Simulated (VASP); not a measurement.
The system is BAs.

```
CELL_PARAMETERS angstrom
0.00000 2.38850 2.38850
2.38850 0.00000 2.38850
2.38850 2.38850 0.00000
ATOMIC_POSITIONS crystal
B 0.00000 0.00000 0.00000
As 0.25000 0.25000 0.25000
```

```yaml
Program: VASP 6.6.1
Task: relaxation of cell and atoms
Functional: RPBE
Potentials_or_basis: VASP PAW PBE potentials, release 64 (B, As)
Cutoff: 600 eV
k_mesh: 7 × 7 × 7
Occupations: fermi-dirac, width 0.01 eV
Spin: no spin polarisation
```

At the start: pressure 6.0 GPa; volume 13.63 Å³/atom.

Question: Where does the relaxation end?

Answer: Over 3 steps the energy falls by 11.0 meV/atom and the volume is 14.24 Å³/atom (+4.5 %); space group F-43m (No. 216, to 0.05 Å).

Step by step:
```
step  energy change (eV)  largest force (eV/Å)  pressure (GPa)  volume (Å³)
   1              0.0000                0.0000            6.00        27.25
   2             -0.0125                0.0000           -3.45        29.32
   3             -0.0219                0.0000            0.00        28.47
```

Final structure:
```cif
data_structure
_symmetry_space_group_name_H-M 'P 1'
_symmetry_Int_Tables_number 1
_cell_length_a 3.4274
_cell_length_b 3.4274
_cell_length_c 3.4274
_cell_angle_alpha 60.000
_cell_angle_beta 60.000
_cell_angle_gamma 60.000
_cell_volume 28.47
loop_
_atom_site_label
_atom_site_type_symbol
_atom_site_fract_x
_atom_site_fract_y
_atom_site_fract_z
_atom_site_occupancy
B1 B 0.00000 0.00000 0.00000 1
As1 As 0.25000 0.25000 0.25000 1
```

Caveat: the PAW data sets were made with another functional, which shifts forces and pressure a little.
